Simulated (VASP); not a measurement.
# Se (Cmcm) in VASP: single point with r2SCAN

Aim: the single point of Se with r2SCAN.

Everything below comes from runs of VASP 6.6.1. Logs are shortened: lines on timing, memory, paths and dates and some standing lists are left out, and cuts for length are marked.

## 1. The cell of the first run

It takes space group Cmcm (No. 63, orthorhombic). Conventional cell: a = 2.789 Å, b = 8.078 Å, c = 4.613 Å, α = 90.00°, β = 90.00°, γ = 90.00°. Within 3.3 Å of Se (site symmetry m2m) lie 4 Se at 2.53 to 2.79 Å.

## 2. Single point, r2SCAN

POSCAR reads:

```
Se
1.0
    1.3942694300     -4.0390027700      0.0000000000
    1.3942694300      4.0390027700      0.0000000000
    0.0000000000      0.0000000000      9.2268628000
Se
4
Direct
    0.9356553200      0.0643446800      0.1250000000
    0.0643446800      0.9356553200      0.3750000000
    0.9356553200      0.0643446800      0.6250000000
    0.0643446800      0.9356553200      0.8750000000
```

INCAR.step1 reads:

```
PREC = Accurate
ENCUT = 550
ISMEAR = -1
SIGMA = 0.05
LREAL = False
LASPH = True
NELM = 120
NBANDS = 20
GGA = PE
ALGO = Normal
EDIFF = 1E-5
LWAVE = True
LCHARG = False
GGA_COMPAT = False
```

INCAR.step2 reads:

```
PREC = Accurate
ENCUT = 550
EDIFF = 1E-6
ISMEAR = -1
SIGMA = 0.05
LREAL = False
LASPH = True
NELM = 120
ALGO = Normal
ISIF = 2
LWAVE = False
LCHARG = False
METAGGA = R2SCAN
LMIXTAU = True
NBANDS = 20
ISTART = 1
GGA_COMPAT = False
```

KPOINTS reads:

```
regular mesh
0
Gamma
  4 4 2
```

Potentials or basis: VASP PAW PBE potentials, release 64 (Se).

Command:

```sh
cat potpaw_PBE.64/Se/POTCAR > POTCAR
cp INCAR.step1 INCAR
mpirun -np 1 vasp_std > vasp.out
cp INCAR.step2 INCAR
mpirun -np 1 vasp_std > vasp.out
```

OUTCAR:

```text
PREC = Accurate
   ENCUT = 550
   EDIFF = 1E-6
   ISMEAR = -1
   LREAL = False
   LASPH = True
   NELM = 120
   ISIF = 2
   METAGGA = R2SCAN
   ISTART = 1

 ion  position               nearest neighbor table
   1  0.936  0.064  0.125-   2 2.53   4 2.53
   2  0.064  0.936  0.375-   1 2.53   3 2.53
   3  0.936  0.064  0.625-   2 2.53   4 2.53
   4  0.064  0.936  0.875-   1 2.53   3 2.53

  LATTYP: Found a base centered orthorhombic cell.
 ALAT       =     2.7885388600
 B/A-ratio  =     2.8968595905
 C/A-ratio  =     3.3088521492

  Lattice vectors:

 A1 = (   1.3942694300,  -4.0390027700,   0.0000000000)
 A2 = (   1.3942694300,   4.0390027700,   0.0000000000)
 A3 = (   0.0000000000,   0.0000000000,   9.2268628000)

Analysis of symmetry for initial positions (statically):
=====================================================================
 Subroutine PRICEL returns following result:

  LATTYP: Found a base centered orthorhombic cell.
 ALAT       =     2.7885388600
 B/A-ratio  =     2.8968595905
 C/A-ratio  =     1.6544260746

  Lattice vectors:

 A1 = (   1.3942694300,  -4.0390027700,   0.0000000000)
 A2 = (   1.3942694300,   4.0390027700,   0.0000000000)
 A3 = (   0.0000000000,   0.0000000000,   4.6134314000)

   2 primitive cells build up your supercell.

 Routine SETGRP: Setting up the symmetry group for a
 base centered orthorhombic supercell.

 Subroutine GETGRP returns: Found  8 space group operations
 (whereof  4 operations were pure point group operations)
 out of a pool of  8 trial point group operations.

The static configuration has the point symmetry C_2h.
 The point group associated with its full space group is D_2h.

Analysis of symmetry for dynamics (positions and initial velocities):
=====================================================================
 Subroutine PRICEL returns following result:

  LATTYP: Found a base centered orthorhombic cell.
 ALAT       =     2.7885388600
 B/A-ratio  =     2.8968595905
 C/A-ratio  =     1.6544260746

  Lattice vectors:

 A1 = (   1.3942694300,  -4.0390027700,   0.0000000000)
 A2 = (   1.3942694300,   4.0390027700,   0.0000000000)
 A3 = (   0.0000000000,   0.0000000000,   4.6134314000)

   2 primitive cells build up your supercell.

 Routine SETGRP: Setting up the symmetry group for a
 base centered orthorhombic supercell.

 Subroutine GETGRP returns: Found  8 space group operations
 (whereof  4 operations were pure point group operations)
 out of a pool of  8 trial point group operations.

The dynamic configuration has the point symmetry C_2h.
 The point group associated with its full space group is D_2h.

 Subroutine INISYM returns: Found  8 space group operations
 (whereof  4 operations are pure point group operations),
 and found     2 'primitive' translations

----------------------------------------------------------------------------------------

                                     Primitive cell

  volume of cell :      51.9607

  direct lattice vectors                    reciprocal lattice vectors
     1.394269430 -4.039002770  0.000000000     0.358610746 -0.123792933  0.000000000
     1.394269430  4.039002770  0.000000000     0.358610746  0.123792933  0.000000000
     0.000000000  0.000000000  4.613431400     0.000000000  0.000000000  0.216758398

  length of vectors
     4.272883174  4.272883174  4.613431400     0.379376274  0.379376274  0.216758398

  position of ions in fractional coordinates (direct lattice)
     0.935655320  0.064344680  0.250000000
     0.064344680  0.935655320  0.750000000

  ion indices of the primitive-cell ions
   primitive index   ion index
                 1           1
                 2           2

----------------------------------------------------------------------------------------

 KPOINTS: regular mesh

Automatic generation of k-mesh.
 Grid dimensions read from file:
 generate k-points for:    4    4    2

 Generating k-lattice:

  Cartesian coordinates                     Fractional coordinates (reciprocal lattice)
     0.089652686 -0.030948233  0.000000000     0.250000000 -0.000000000  0.000000000
     0.089652686  0.030948233  0.000000000    -0.000000000  0.250000000  0.000000000
     0.000000000  0.000000000  0.054189600     0.000000000  0.000000000  0.500000000

  Length of vectors
     0.094844068  0.094844068  0.054189600

  Shift w.r.t. Gamma in fractional coordinates (k-lattice)
     0.000000000  0.000000000  0.000000000

 Subroutine IBZKPT returns following result:
 ===========================================

 Found     14 irreducible k-points:

 Following reciprocal coordinates:
            Coordinates               Weight
  0.000000  0.000000  0.000000      1.000000
  0.250000  0.000000  0.000000      4.000000
  0.500000  0.000000  0.000000      2.000000
  0.250000  0.250000  0.000000      2.000000
  0.500000  0.250000  0.000000      4.000000
 -0.250000  0.250000  0.000000      2.000000
  0.500000  0.500000  0.000000      1.000000
  0.000000  0.000000  0.500000      1.000000
  0.250000  0.000000  0.500000      4.000000
  0.500000  0.000000  0.500000      2.000000
  0.250000  0.250000  0.500000      2.000000
  0.500000  0.250000  0.500000      4.000000
 -0.250000  0.250000  0.500000      2.000000
  0.500000  0.500000  0.500000      1.000000
   k-points           NKPTS =     14   k-points in BZ     NKDIM =     14   number of bands    NBANDS=     20
   number of dos      NEDOS =    301   number of ions     NIONS =      4
   total plane-waves  NPLWV =  93312
   dimension x,y,z NGX =    36 NGY =   36 NGZ =   72
   dimension x,y,z NGXF=    72 NGYF=   72 NGZF=  144
   ions per type =               4
   NGX,Y,Z   is equivalent  to a cutoff of  14.01, 14.01, 12.97 a.u.
   NGXF,Y,Z  is equivalent  to a cutoff of  28.01, 28.01, 25.95 a.u.
 SYSTEM =  unknown system
   PREC   = accura    normal or accurate (medium, high low for compatibility)
   ISTART =      1    job   : 0-new  1-cont  2-samecut
   ICHARG =      0    charge: 1-file 2-atom 10-const
   ISPIN  =      1    spin polarized calculation?
   LNONCOLLINEAR =      F non collinear calculations
   LSORBIT =      F    spin-orbit coupling
   LASPH  =      T    aspherical Exc in radial PAW
   ENCUT  =  550.0 eV  40.42 Ry    6.36 a.u.   8.17  8.17 17.64*2*pi/ulx,y,z
   NELM   =    120;   NELMIN=  2; NELMDL=  0     # of ELM steps
   EDIFF  = 0.1E-05   stopping-criterion for ELM
   LREAL  =      F    real-space projection
   EDIFFG = 0.1E-04   stopping-criterion for IOM
   NSW    =      0    number of steps for IOM
   IBRION =     -1    ionic relax: 0-MD 1-quasi-New 2-CG
   NFREE  =      0    steps in history (QN), initial steepest desc. (CG)
   ISIF   =      2    stress and relaxation
   ISYM   =      2    0-nonsym 1-usesym 2-fastsym
   POTIM  = 0.5000    time-step for ionic-motion
   TEBEG  =    0.0;   TEEND  =   0.0 temperature during run
   PSTRESS=    0.0 pullay stress
   NELECT =      24.0000    total number of electrons
   NUPDOWN=      -1.0000    fix difference up-down
   EMIN   =  10.00;   EMAX   =-10.00  energy-range for DOS
   EFERMI =   0.00;   METHOD = LEGACY
   ISMEAR =    -1;   SIGMA  =   0.05  broadening in eV -4-tet -1-fermi 0-gaus
   EFERMI_NEDOS =   21; number of points for ismear=-14 and -15
   IALGO  =     38    algorithm
   IMIX   =      4    mixing-type and parameters
     AMIX     =   0.40;   BMIX     =  1.00
     AMIX_MAG =   1.60;   BMIX_MAG =  1.00
  volume/ion in A,a.u.               =      25.98       175.32
  Fermi-wavevector in a.u.,A,eV,Ry     =   1.004408  1.898056 13.726046  1.008836
  Thomas-Fermi vector in A             =   2.137022
   LORBIT       =      0    0 simple, 1 ext, 2 COOP (PROOUT), +10 PAW based schemes
   METAGGA = R2SCAN    functional components
   LHFCALC =     F    Hartree Fock is set to
   AEXX    =    0.0000 exact exchange contribution
   IVDW    =     0    specifies the selected vdW correction
   LEPSILON=     F    determine dielectric tensor
   LRPA    =     F    only Hartree local field effects (RPA)
 non-spin polarized calculation
  energy-cutoff  :      550.00
  volume of cell :      103.92
 maximum number of plane-waves:      3064
 NGX is ok and might be reduce to    36
   NGX = 17   NGY = 17   NGZ = 35

 number of electron      24.0000002 magnetization

 Free energy of the ion-electron system (eV)
  ---------------------------------------------------
  ext. energy  EPLUGINS =         0.00000000
  ---------------------------------------------------
  free energy    TOTEN  =       -56.46947174 eV

  energy without entropy =      -56.45939839  energy(sigma->0) =      -56.46443506

 E-fermi :   2.7142     XC(G=0):  -9.5549

 val. band max:        2.6178000784   @ k =   0.2500   0.2500   0.0000
 cond. band min:       2.8386259253   @ k =   0.2500   0.2500   0.5000
 fundamental gap:      0.2208258469
 Fermi energy:         2.7141597982

 k-point     1 :       0.0000    0.0000    0.0000
  band No.  band energies     occupation
      1     -13.6071      2.00000
      2     -12.0768      2.00000
      3     -12.0768      2.00000
      4      -9.3730      2.00000
      5      -3.8378      2.00000
      6      -0.9229      2.00000
[... 12 lines left out ...]
     19       9.0204      0.00000
     20      10.3366      0.00000

 k-point     2 :       0.2500    0.0000    0.0000
  band No.  band energies     occupation
      1     -12.6507      2.00000
      2     -11.1257      2.00000
      3     -11.1257      2.00000
      4      -8.4507      2.00000
      5      -3.0250      2.00000
      6      -0.4827      2.00000
[... 12 lines left out ...]
     19      10.2109      0.00000
     20      11.5986      0.00000
[... 235 lines left out ...]
      3     -10.4246      2.00000
      4     -10.4246      2.00000
      5      -3.0776      2.00000
      6      -3.0776      2.00000
[... 12 lines left out ...]
     19      11.3170      0.00000
     20      11.3170      0.00000

 k-point    14 :       0.5000    0.5000    0.5000
  band No.  band energies     occupation
      1     -12.9557      2.00000
      2     -12.9557      2.00000
      3     -10.4225      2.00000
      4     -10.4225      2.00000
      5      -3.4652      2.00000
      6      -3.4652      2.00000
[... 12 lines left out ...]
     19      13.2863      0.00000
     20      13.2863      0.00000

------------------------ aborting loop because EDIFF is reached ----------------------------------------

  FORCE on cell =-STRESS in cart. coord.  units (eV):
  Direction    XX          YY          ZZ          XY          YZ          ZX
  --------------------------------------------------------------------------------------
  -------------------------------------------------------------------------------------
  Total        4.0119245      0.0581518     -3.6717819      0.0000000     -0.0000000      0.0000000
  in kB       61.8526656      0.8965386    -56.6086171      0.0000000     -0.0000000      0.0000000
  external PRESSURE =       2.0468624 kB  Pullay stress =       0.0000000 kB

 VOLUME and BASIS-vectors are now :
 -----------------------------------------------------------------------------
  energy-cutoff  :      550.00
  volume of cell :      103.92
      direct lattice vectors                 reciprocal lattice vectors
     1.394269430 -4.039002770  0.000000000     0.358610746 -0.123792933  0.000000000
     1.394269430  4.039002770  0.000000000     0.358610746  0.123792933  0.000000000
     0.000000000  0.000000000  9.226862800     0.000000000  0.000000000  0.108379199

 POSITION                                       TOTAL-FORCE (eV/Angst)
 -----------------------------------------------------------------------------------
      1.39427     -3.51923      1.15336         0.000000      0.013875      0.000000
      1.39427      3.51923      3.46007         0.000000     -0.013875     -0.000000
      1.39427     -3.51923      5.76679         0.000000      0.013875     -0.000000
      1.39427      3.51923      8.07350         0.000000     -0.013875      0.000000
 -----------------------------------------------------------------------------------
    total drift:                                0.000000      0.000000      0.000000

  FREE ENERGIE OF THE ION-ELECTRON SYSTEM (eV)
  ---------------------------------------------------
  free  energy   TOTEN  =       -56.4694717406 eV

  energy  without entropy=      -56.4593983877  energy(sigma->0) =      -56.46443506
```

Wall time 2.2 min (1 thread of AMD EPYC 7R13 (Zen 3), shared host); peak memory 0.28 GiB.

Results:

```yaml
Free_energy: -56.4695 eV
Pressure: 0.2 GPa
Largest_force: 0.014 eV/Å
Band_gap_on_the_k_mesh: zero (bands 12 and 13 overlap by 2.78 eV)
```

Forces in eV/Å, atoms in the order of the input:
```
Se   0.000  0.014  0.000
Se   0.000 -0.014  0.000
Se   0.000  0.014  0.000
Se   0.000 -0.014  0.000
```

Levels at points of the mesh, in eV from the Fermi level:
```csv
k point,band 8,band 9,band 10,band 11,band 12,band 13,band 14,band 15,band 16,band 17
"(0.00, 0.00, 0.00)",-2.20,-2.04,0.60,0.60,2.50,2.88,3.61,3.61,5.03,5.57
"(0.50, 0.00, 0.00)",-4.66,-3.40,-2.41,-2.41,-1.03,-0.16,2.80,2.80,3.79,5.81
"(0.50, 0.50, 0.00)",-4.15,-1.97,1.16,1.31,1.31,2.30,3.49,3.49,5.14,8.83
"(0.00, 0.00, 0.50)",-2.50,-1.23,-1.23,1.85,1.85,2.80,2.80,4.57,4.57,5.98
"(0.50, 0.00, 0.50)",-4.02,-3.79,-3.79,-0.98,-0.98,0.19,0.19,3.88,3.88,5.63
"(0.50, 0.50, 0.50)",-3.42,-2.22,-2.22,2.50,2.50,2.62,2.62,4.58,4.58,8.95
```

Caveat: the k points lie up to 0.60 Å⁻¹ apart, too coarse for converged energies and pressures of a metal; the PAW data sets were made with another functional, which shifts forces and pressure a little.
